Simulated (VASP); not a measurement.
# Zr3S2 (R32) in VASP: a series of runs, part 2 of 2

VASP 6.6.1. Earlier steps stand in the parts before.

## (5) Relaxation of cell and atoms, PBE

INCAR reads:

```
ALGO = Fast ; EDIFF = 1E-7
EDIFFG = -0.01 ; ENCUT = 600
GGA = PE ; IBRION = 2
ISIF = 3 ; ISMEAR = 0
LASPH = True ; LCHARG = False
LREAL = False ; LWAVE = False
NELM = 100 ; NSW = 100
PREC = Accurate ; SIGMA = 0.1
```

KPOINTS reads:

```
k-points
0
Gamma
  12 12 12
```

POSCAR reads:

```
Zr3S2
1.0
    2.9025380600      1.6757811300      3.4877731800
   -2.9025380600      1.6757811300      3.4877731800
    0.0000000000     -3.3515622600      3.4877731800
Zr S
3 2
Direct
    0.1612730000      0.8387270000      0.5000000000
    0.5000000000      0.1612730000      0.8387270000
    0.8387270000      0.5000000000      0.1612730000
    0.3349770000      0.3349770000      0.3349770000
    0.6650230000      0.6650230000      0.6650230000
```

Potentials or basis: VASP PAW PBE potentials, release 64 (Zr_sv, S).

Launch:

```sh
$ cat potpaw_PBE.64/Zr_sv/POTCAR potpaw_PBE.64/S/POTCAR > POTCAR
$ mpirun -np 1 vasp_std > vasp.out
```

OUTCAR:

```text
EDIFF = 1E-7
   EDIFFG = -0.01
   ENCUT = 600
   GGA = PE
   IBRION = 2
   ISIF = 3
   ISMEAR = 0
   LASPH = True
   LREAL = False
   NELM = 100
   NSW = 100
   PREC = Accurate

 ion  position               nearest neighbor table
   1  0.161  0.839  0.500-   4 2.61   5 2.61   5 2.62   4 2.62   2 3.32   3 3.32   3 3.32   2 3.32
                             3 3.41   2 3.41   2 3.49   3 3.49
   2  0.500  0.161  0.839-   4 2.61   5 2.61   5 2.62   4 2.62   1 3.32   1 3.32   3 3.32   3 3.32
                             3 3.41   1 3.41   3 3.49   1 3.49
   3  0.839  0.500  0.161-   5 2.61   4 2.61   4 2.62   5 2.62   1 3.32   1 3.32   2 3.32   2 3.32
                             2 3.41   1 3.41   2 3.49   1 3.49
   4  0.335  0.335  0.335-   1 2.61   2 2.61   3 2.61   3 2.62   2 2.62   1 2.62
   5  0.665  0.665  0.665-   1 2.61   3 2.61   2 2.61   2 2.62   3 2.62   1 2.62

  LATTYP: Found a trigonal (rhomboedric) cell.
 ALAT       =     4.8370994760
 COS(alpha) =     0.2798618737

  Lattice vectors:

 A1 = (   2.9025380600,   1.6757811300,   3.4877731800)
 A2 = (  -2.9025380600,   1.6757811300,   3.4877731800)
 A3 = (   0.0000000000,  -3.3515622600,   3.4877731800)

Analysis of symmetry for initial positions (statically):
=====================================================================
 Subroutine PRICEL returns:
 Original cell was already a primitive cell.
[... 185 lines left out ...]
  -------------------------------------------------------------------------------------
  Total       -0.5648146     -0.5648146     -0.5282065      0.0000000     -0.0000000      0.0000000
  in kB       -8.8904100     -8.8904100     -8.3141837      0.0000000     -0.0000000      0.0000000
  external PRESSURE =      -8.6983346 kB  Pullay stress =       0.0000000 kB
[... 182 lines left out ...]
--------------------------------------- Ionic step        6  -------------------------------------------

 number of electron      47.9999999 magnetization

 Free energy of the ion-electron system (eV)
  ---------------------------------------------------
  ext. energy  EPLUGINS =         0.00000000
  ---------------------------------------------------
  free energy    TOTEN  =       -39.23794653 eV

  energy without entropy =      -39.22605458  energy(sigma->0) =      -39.23200055

 E-fermi :   8.9525     XC(G=0): -10.9418

 val. band max:        8.9516185612   @ k =   0.3333   0.0833   0.0833
 cond. band min:       8.9529813578   @ k =   0.3333   0.2500   0.2500
 fundamental gap:      0.0013627967
 Fermi energy:         8.9524714158

 k-point     1 :       0.0000    0.0000    0.0000
  band No.  band energies     occupation
      1     -40.1479      2.00000
      2     -40.0672      2.00000
      3     -40.0672      2.00000
      4     -18.3151      2.00000
      5     -18.3151      2.00000
      6     -18.3079      2.00000
[... 733 lines left out ...]
     27      10.4728      0.00000
     28      11.0071      0.00000

 [... further k-points ...]

------------------------ aborting loop because EDIFF is reached ----------------------------------------

  FORCE on cell =-STRESS in cart. coord.  units (eV):
  Direction    XX          YY          ZZ          XY          YZ          ZX
  --------------------------------------------------------------------------------------
  -------------------------------------------------------------------------------------
  Total        0.0006104      0.0006104     -0.0094883      0.0000000     -0.0000000      0.0000000
  in kB        0.0096754      0.0096754     -0.1503956      0.0000000     -0.0000000      0.0000000
  external PRESSURE =      -0.0436816 kB  Pullay stress =       0.0000000 kB
[... 20 lines left out ...]
  FREE ENERGIE OF THE ION-ELECTRON SYSTEM (eV)
  ---------------------------------------------------
  free  energy   TOTEN  =       -39.2379465285 eV

  energy  without entropy=      -39.2260545755  energy(sigma->0) =      -39.23200055

 reached required accuracy - stopping structural energy minimisation
```

OSZICAR:

```text
N       E                     dE             d eps       ncg     rms          rms(c)
DAV:   1     0.502250204043E+03    0.50225E+03   -0.27198E+04 10592   0.186E+03
DAV:   2     0.248886613021E+01   -0.49976E+03   -0.49038E+03 12492   0.481E+02
DAV:   3    -0.379202257548E+02   -0.40409E+02   -0.39320E+02 16720   0.110E+02
DAV:   4    -0.410578429474E+02   -0.31376E+01   -0.31056E+01 15532   0.273E+01
[... 93 lines left out ...]
RMM:   2    -0.392379463102E+02   -0.23155E-05   -0.50060E-05 11210   0.545E-02    0.596E-03
RMM:   3    -0.392379468269E+02   -0.51670E-06   -0.12525E-05 14194   0.200E-02    0.677E-03
RMM:   4    -0.392379468039E+02    0.23048E-07   -0.28676E-06 13622   0.732E-03    0.329E-03
RMM:   5    -0.392379465609E+02    0.24300E-06   -0.10852E-06 11926   0.493E-03    0.939E-04
RMM:   6    -0.392379465285E+02    0.32354E-07   -0.19534E-09  6663   0.254E-03
   6 F= -.39237947E+02 E0= -.39232001E+02  d E =-.149876E-04
```

Run time: 1.6 h. Hardware: 1 thread of Oxide Virtual Turin-like, shared host; peak memory 0.63 GiB.

Results:

| Quantity | Value |
| --- | --- |
| Free energy | -39.2379 eV |
| Relaxed volume | 20.22 Å³/atom |
| Relaxed cell | a = 4.827 Å, b = 4.827 Å, c = 4.827 Å, α = 73.70°, β = 73.70°, γ = 73.70° |
| Space group after relaxing (to 0.1 Å) | R32 (No. 155) |
| Energy gained by relaxing | 0.5 meV/atom |
| Ionic steps | 6 |
| Pressure after relaxing | 0.0 GPa |
| Largest force after relaxing | 0.008 eV/Å |
| Band gap on the k mesh | zero (bands 24 and 25 overlap by 0.33 eV) |

Forces on the atoms (eV/Å):
```
Zr   0.001  0.000  0.000
Zr  -0.001  0.001  0.000
Zr  -0.001 -0.001  0.000
S    0.000  0.000 -0.008
S    0.000  0.000  0.008
```

Step by step:
```tsv
step	energy change (eV)	largest force (eV/Å)	pressure (GPa)	volume (Å³)
1	0.0000	0.0657	-0.87	101.79
2	0.0008	0.0192	1.10	100.17
3	-0.0022	0.0274	0.03	101.03
4	-0.0023	0.0113	0.01	101.06
5	-0.0023	0.0136	0.00	101.07
6	-0.0023	0.0079	0.00	101.08
```

Final structure:
```yaml
crystal:
  lattice:
    - [2.89483, 1.67133, 3.48200]
    - [-2.89483, 1.67133, 3.48200]
    - [0.00000, -3.34266, 3.48200]
  atoms:
    - { symbol: Zr, position: [0.16191, 0.83809, 0.50000] }
    - { symbol: Zr, position: [0.50000, 0.16191, 0.83809] }
    - { symbol: Zr, position: [0.83809, 0.50000, 0.16191] }
    - { symbol: S, position: [0.33496, 0.33496, 0.33496] }
    - { symbol: S, position: [0.66504, 0.66504, 0.66504] }
```

Levels at points of the mesh, in eV from the Fermi level:
| k point | band 21 | band 22 | band 23 | band 24 | band 25 | band 26 | band 27 | band 28 |
| --- | --- | --- | --- | --- | --- | --- | --- | --- |
| (0.00, 0.00, 0.00) | -2.61 | -1.83 | 0.11 | 0.11 | 0.70 | 0.70 | 2.02 | 2.77 |
| (0.50, 0.00, 0.00) | -1.20 | -1.12 | -0.85 | -0.66 | -0.12 | 1.03 | 1.78 | 1.81 |
| (0.50, 0.50, 0.00) | -1.88 | -1.22 | -0.82 | -0.28 | -0.04 | 0.93 | 1.91 | 2.03 |
| (0.50, 0.50, 0.50) | -0.78 | -0.38 | -0.17 | -0.17 | 0.34 | 0.34 | 1.08 | 1.08 |

## (6) The runs side by side

| task | spin | cell | k mesh | cutoff (eV) | gap on the mesh (eV) | pressure (GPa) | largest force (eV/Å) |
| --- | --- | --- | --- | --- | --- | --- | --- |
| single point | off | a = 4.837 Å, angles 73.7°, 5 atoms | 6 × 6 × 6 | 520 | none | -0.9 | 0.05 |
| single point | collinear | a = 4.837 Å, angles 73.7°, 5 atoms | 6 × 6 × 6 | 520 | none | -0.9 | 0.05 |
| single point | off | a = 4.826 Å, angles 73.7°, 5 atoms | 12 × 12 × 12 | 520 | none | 0.0 | - |
| relaxation of cell and atoms | off | relaxed from a = 4.837 Å, angles 73.7°, 5 atoms | 12 × 12 × 12 | 600 | none | 0.0 | 0.01 |

Alike in all rows: level PBE; potentials or basis VASP PAW PBE potentials, release 64 (Zr_sv, S); smearing gaussian 0.1 eV.

Absolute energies hang on the potentials; compare differences alone.
